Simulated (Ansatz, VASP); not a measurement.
## AlN in VASP and in Ansatz

```
Al N
1.0
     0.00000    2.17398    2.17398
     2.18490   -0.01092    2.18490
     2.18490    2.18490   -0.01092
Al N
1 1
Direct
  0.00000 0.00000 0.00000
  0.75000 0.75000 0.75000
```

Change from the starting cell: strain -0.0100 x Voigt [0, 0, 0, 1, 0, 0], atoms carried along.

Alike in both runs: task single point; functional r2SCAN; k mesh 10 × 10 × 10; occupations gaussian, width 0.05 eV; no spin polarisation.

|  | VASP | Ansatz |
| --- | --- | --- |
| version | VASP 6.6.1 | Ansatz 0.2.0 |
| potentials or method | VASP PAW PBE potentials, release 64 (Al, N), cutoff 520 eV | scalar-relativistic, plane waves, PAW |
| valence electrons in the cell | 8 | 8 |

VASP gave:

| Property | Result |
| --- | --- |
| gap on the k mesh at the Fermi level (eV) | 3.90 |
| least direct gap on the mesh (eV) | 4.85 |
| pressure (GPa) | -0.4 |
| traceless stress, the component that is largest in VASP (GPa) | 2.37 |
| rms of the force components (eV/Å) | 0.050 |

Q: What did Ansatz give for the same quantities?

A: gap on the k mesh at the Fermi level (eV): 3.91; least direct gap on the mesh (eV): 4.81; pressure (GPa): 0.0; traceless stress, the component that is largest in VASP (GPa): 2.34; rms of the force components (eV/Å): 0.050.

VASP's potentials were made for PBE, not for r2SCAN. Atom by atom the forces differ by 0.001 eV/Å (rms over components). The functional is the same, so the differences come from potentials, cutoffs and numerics.
